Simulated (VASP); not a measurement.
# K (Im-3m) in VASP: settings compared

Aim: see how the results for K move with the level of theory and the settings. Levels: LDA, PBE+D3(BJ). Tasks: single point.

All numbers are computed with VASP 6.6.1; they aren't measurements. Logs are shortened: lines on timing, memory, paths and dates and some standing lists are left out, and cuts for length are marked.

**1. The cell of the first run**

The structure is cubic, space group Im-3m (No. 229). Conventional cell: a = 5.042 Å, b = 5.042 Å, c = 5.042 Å, α = 90.00°, β = 90.00°, γ = 90.00°. Within 5.7 Å of K (site symmetry m-3m) lie 14 K at 4.37 to 5.04 Å.

**2. Single point, LDA**

Contents of INCAR:

```
ALGO = Normal
EDIFF = 1E-6
ENCUT = 520
GGA = CA
ISIF = 2
ISMEAR = -1
LASPH = T
LCHARG = F
LREAL = F
LWAVE = F
NBANDS = 10
NELM = 100
PREC = Accurate
SIGMA = 0.05
```

Contents of KPOINTS:

```
k-points
0
Gamma
  7 7 7
```

Contents of POSCAR:

```
K
1.0
   -2.5208850403      2.5208850403      2.5208850403
    2.5208850403     -2.5208850403      2.5208850403
    2.5208850403      2.5208850403     -2.5208850403
K
1
Direct
    0.0000000000      0.0000000000      0.0000000000
```

Potentials or basis: VASP PAW LDA potentials, release 64 (K_sv).

Run with:

```
cat potpaw_LDA.64/K_sv/POTCAR > POTCAR
mpirun -np 1 vasp_std > vasp.out
```

OUTCAR:

```text
EDIFF = 1E-6
   ENCUT = 520
   GGA = CA
   ISIF = 2
   ISMEAR = -1
   LASPH = T
   LREAL = F
   NELM = 100
   PREC = Accurate

 ion  position               nearest neighbor table
   1  0.000  0.000  0.000-

  LATTYP: Found a body centered cubic cell.
 ALAT       =     5.0417700806

  Lattice vectors:

 A1 = (  -2.5208850403,   2.5208850403,   2.5208850403)
 A2 = (   2.5208850403,  -2.5208850403,   2.5208850403)
 A3 = (   2.5208850403,   2.5208850403,  -2.5208850403)

Analysis of symmetry for initial positions (statically):
=====================================================================
 Subroutine PRICEL returns:
 Original cell was already a primitive cell.

 Routine SETGRP: Setting up the symmetry group for a
 body centered cubic supercell.

 Subroutine GETGRP returns: Found 48 space group operations
 (whereof 48 operations were pure point group operations)
 out of a pool of 48 trial point group operations.

The static configuration has the point symmetry O_h .

Analysis of symmetry for dynamics (positions and initial velocities):
=====================================================================
 Subroutine PRICEL returns:
 Original cell was already a primitive cell.

 Routine SETGRP: Setting up the symmetry group for a
 body centered cubic supercell.

 Subroutine GETGRP returns: Found 48 space group operations
 (whereof 48 operations were pure point group operations)
 out of a pool of 48 trial point group operations.

The dynamic configuration has the point symmetry O_h .

 Subroutine INISYM returns: Found 48 space group operations
 (whereof 48 operations are pure point group operations),
 and found     1 'primitive' translations

----------------------------------------------------------------------------------------

                                     Primitive cell

  volume of cell :      64.0795

  direct lattice vectors                    reciprocal lattice vectors
    -2.520885040  2.520885040  2.520885040     0.000000000  0.198343039  0.198343039
     2.520885040 -2.520885040  2.520885040     0.198343039  0.000000000  0.198343039
     2.520885040  2.520885040 -2.520885040     0.198343039  0.198343039  0.000000000

  length of vectors
     4.366300970  4.366300970  4.366300970     0.280499416  0.280499416  0.280499416

  position of ions in fractional coordinates (direct lattice)
     0.000000000  0.000000000  0.000000000

  ion indices of the primitive-cell ions
[... 65 lines left out ...]
   LSORBIT =      F    spin-orbit coupling
   LASPH  =      T    aspherical Exc in radial PAW
   ENCUT  =  520.0 eV  38.22 Ry    6.18 a.u.   8.12  8.12  8.12*2*pi/ulx,y,z
   NELM   =    100;   NELMIN=  2; NELMDL= -5     # of ELM steps
   EDIFF  = 0.1E-05   stopping-criterion for ELM
   LREAL  =      F    real-space projection
[... 7 lines left out ...]
   TEBEG  =    0.0;   TEEND  =   0.0 temperature during run
   PSTRESS=    0.0 pullay stress
   NELECT =       9.0000    total number of electrons
   NUPDOWN=      -1.0000    fix difference up-down
   EMIN   =  10.00;   EMAX   =-10.00  energy-range for DOS
   EFERMI =   0.00;   METHOD = LEGACY
   ISMEAR =    -1;   SIGMA  =   0.05  broadening in eV -4-tet -1-fermi 0-gaus
   EFERMI_NEDOS =   21; number of points for ismear=-14 and -15
   IALGO  =     38    algorithm
   IMIX   =      4    mixing-type and parameters
     AMIX     =   0.40;   BMIX     =  1.00
     AMIX_MAG =   1.60;   BMIX_MAG =  1.00
  volume/ion in A,a.u.               =      64.08       432.43
  Fermi-wavevector in a.u.,A,eV,Ry     =   0.850973  1.608106  9.852736  0.724156
  Thomas-Fermi vector in A             =   1.967034
   LORBIT       =      0    0 simple, 1 ext, 2 COOP (PROOUT), +10 PAW based schemes
   GGA     = CA    functional components
   LHFCALC =     F    Hartree Fock is set to
   AEXX    =    0.0000 exact exchange contribution
   IVDW    =     0    specifies the selected vdW correction
   LEPSILON=     F    determine dielectric tensor
   LRPA    =     F    only Hartree local field effects (RPA)
 non-spin polarized calculation
  energy-cutoff  :      520.00
  volume of cell :       64.08
 maximum number of plane-waves:      1737
   NGX = 17   NGY = 17   NGZ = 17

 number of electron       8.9999998 magnetization

 Free energy of the ion-electron system (eV)
  ---------------------------------------------------
  ext. energy  EPLUGINS =         0.00000000
  ---------------------------------------------------
  free energy    TOTEN  =        -1.17022778 eV

  energy without entropy =       -1.16361494  energy(sigma->0) =       -1.16692136

 E-fermi :  -0.0099     XC(G=0):  -6.2360

 val. band max:       -0.0739700673   @ k =  -0.2857   0.4286   0.1429
 cond. band min:       0.1319538341   @ k =  -0.4286   0.4286   0.1429
 fundamental gap:      0.2059239014
 Fermi energy:        -0.0098596184

 k-point     1 :       0.0000    0.0000    0.0000
  band No.  band energies     occupation
      1     -31.7379      2.00000
      2     -15.4044      2.00000
      3     -15.4044      2.00000
      4     -15.4044      2.00000
      5      -2.3646      2.00000
      6       4.2859      0.00000
      7       4.2859      0.00000
      8       4.2859      0.00000
      9       5.3162      0.00000
     10       5.3162      0.00000
[... 235 lines left out ...]
 k-point    20 :      -0.4286    0.4286    0.4286
  band No.  band energies     occupation
      1     -31.7236      2.00000
      2     -15.4849      2.00000
      3     -15.4811      2.00000
      4     -15.4811      2.00000
      5       1.3436      0.00000
      6       1.6980      0.00000
      7       3.7462      0.00000
      8       3.7745      0.00000
      9       3.7745      0.00000
     10       6.3752      0.00000

------------------------ aborting loop because EDIFF is reached ----------------------------------------

  FORCE on cell =-STRESS in cart. coord.  units (eV):
  Direction    XX          YY          ZZ          XY          YZ          ZX
  --------------------------------------------------------------------------------------
  -------------------------------------------------------------------------------------
  Total       -0.0079037     -0.0079037     -0.0079037     -0.0000000     -0.0000000      0.0000000
  in kB       -0.1976155     -0.1976155     -0.1976155     -0.0000000     -0.0000000      0.0000000
  external PRESSURE =      -0.1976155 kB  Pullay stress =       0.0000000 kB

 VOLUME and BASIS-vectors are now :
 -----------------------------------------------------------------------------
  energy-cutoff  :      520.00
  volume of cell :       64.08
      direct lattice vectors                 reciprocal lattice vectors
    -2.520885040  2.520885040  2.520885040     0.000000000  0.198343039  0.198343039
     2.520885040 -2.520885040  2.520885040     0.198343039  0.000000000  0.198343039
     2.520885040  2.520885040 -2.520885040     0.198343039  0.198343039  0.000000000

 POSITION                                       TOTAL-FORCE (eV/Angst)
 -----------------------------------------------------------------------------------
      0.00000      0.00000      0.00000        -0.000000     -0.000000     -0.000000
 -----------------------------------------------------------------------------------
    total drift:                                0.000000      0.000000     -0.000000

  FREE ENERGIE OF THE ION-ELECTRON SYSTEM (eV)
  ---------------------------------------------------
  free  energy   TOTEN  =        -1.1702277753 eV

  energy  without entropy=       -1.1636149391  energy(sigma->0) =       -1.16692136
```

It took 5.8 s on 1 thread of Intel Xeon Platinum 8259CL at 2.50GHz (Skylake/Cascade Lake), shared host; peak memory 0.15 GiB.

Results:

| Property | Result |
| --- | --- |
| Free energy | -1.1702 eV |
| Pressure | 0.0 GPa |

Levels at points of the mesh, in eV from the Fermi level:
| k point | band 3 | band 4 | band 5 | band 6 | band 7 | band 8 |
| --- | --- | --- | --- | --- | --- | --- |
| (0.00, 0.00, 0.00) | -15.39 | -15.39 | -2.35 | 4.30 | 4.30 | 4.30 |

**3. Single point, PBE+D3(BJ)**

This run uses another cell than the first one, of 69.01 Å³/atom, 1.077 times its volume.

Contents of INCAR:

```
SYSTEM = K
ALGO = Normal
EDIFF = 1E-6
ENCUT = 520
GGA = PE
ISIF = 2
ISMEAR = -1
IVDW = 12
LASPH = .True.
LCHARG = .False.
LREAL = .False.
LWAVE = .False.
NBANDS = 10
NELM = 80
PREC = Accurate
SIGMA = 0.05
```

Contents of KPOINTS:

```
k-points
0
Gamma
  7 7 7
  0 0 0
```

Contents of POSCAR:

```
K
1.0
   -2.5840034368      2.5840034368      2.5840034368
    2.5840034368     -2.5840034368      2.5840034368
    2.5840034368      2.5840034368     -2.5840034368
K
1
Direct
    0.0000000000      0.0000000000      0.0000000000
```

Potentials or basis: VASP PAW PBE potentials, release 64 (K_sv).

Run with:

```
cat potpaw_PBE.64/K_sv/POTCAR > POTCAR
mpirun -np 1 vasp_std > vasp.out
```

Wall time 12 s (1 thread of Intel Xeon Platinum 8259CL at 2.50GHz (Skylake/Cascade Lake), shared host); peak memory 0.19 GiB.

Results (log left out):

| Property | Result |
| --- | --- |
| Free energy | -1.1696 eV |
| Pressure | 0.0 GPa |
| Dispersion energy per atom | -0.121 eV |

Levels at points of the mesh, in eV from the Fermi level:
```tsv
k point	band 2	band 3	band 4	band 5	band 6	band 7	band 8	band 9
(0.00, 0.00, 0.00)	-15.53	-15.53	-15.53	-2.24	4.37	4.37	4.37	5.32
```

Caveat: pairwise dispersion overbinds metals, which lowers pressure and volume.

(Part 1 of 2 ends here.)
